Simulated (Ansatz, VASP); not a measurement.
**Pb: VASP beside Ansatz**

INCAR

```
SYSTEM = Pb
ALGO     = Normal         ! electronic algorithm
EDIFF    = 1E-6           ! SCF threshold, eV
ENCUT    = 500            ! plane-wave cutoff, eV
GGA      = LIBXC          ! functional
GGA_COMPAT= .FALSE.      
ISIF     = 2              ! what is computed and relaxed
ISMEAR   = 0              ! smearing method
LASPH    = .TRUE.         ! aspherical terms in the spheres
LCHARG   = .FALSE.        ! write CHGCAR
LIBXC1   = GGA_X_PBE    
LIBXC2   = GGA_C_PBE_SOL
LREAL    = .FALSE.        ! projectors in reciprocal space
LWAVE    = .FALSE.        ! write WAVECAR
NBANDS   = 13             ! bands
NELM     = 120            ! most SCF steps
PREC     = Accurate       ! precision mode
SIGMA    = 0.01           ! smearing width, eV
```

The input KPOINTS:

```
k-points
0
G
  9 9 9
  0 0 0
```

POSCAR

```
Pb
1.0
   -1.9796595667      1.9796595667      1.9796595667
    1.9796595667     -1.9796595667      1.9796595667
    1.9796595667      1.9796595667     -1.9796595667
Pb
1
Direct
    0.0000000000      0.0000000000      0.0000000000
```

File input.yaml:

```yaml
crystal:
  lattice:
    - [-1.9796595667, 1.9796595667, 1.9796595667]
    - [1.9796595667, -1.9796595667, 1.9796595667]
    - [1.9796595667, 1.9796595667, -1.9796595667]
  atoms:
    - { symbol: Pb, position: [0.0, 0.0, 0.0] }
kpoints:
  mp_grid: { grid: [9, 9, 9] }
scf:
  occupations: { method: gaussian, width: 0.01 }
hamiltonian:
  xc: { exchange: pbe, correlation: pbesol }
  pseudopotentials: { kind: all_electron, lapw: { basis_error: 0.0005 } }
output:
  forces: true
  stress: true
  eigenvalues: true
```

Alike in both runs: task single point; functional pbe exchange, pbesol correlation; k mesh 9 × 9 × 9; occupations gaussian, width 0.01 eV; no spin polarisation.

|  | VASP | Ansatz |
| --- | --- | --- |
| version | VASP 6.6.1 | Ansatz 0.2.0 |
| potentials or method | VASP PAW PBE potentials, release 64 (Pb_d), cutoff 500 eV | all-electron LAPW, scalar-relativistic |

|  | VASP | Ansatz | Ansatz less VASP |
| --- | --- | --- | --- |
| gap on the k mesh at the Fermi level (eV) | none | none | - |
| pressure (GPa) | 1.3 | 1.4 | +0.10 |

VASP's potentials were made for PBE, not for pbe exchange, pbesol correlation. A gap of «none» marks a metal or a gap that the smearing closes. Ansatz ran all-electron here, and VASP with PAW potentials.

Spin-orbit coupling is off throughout.
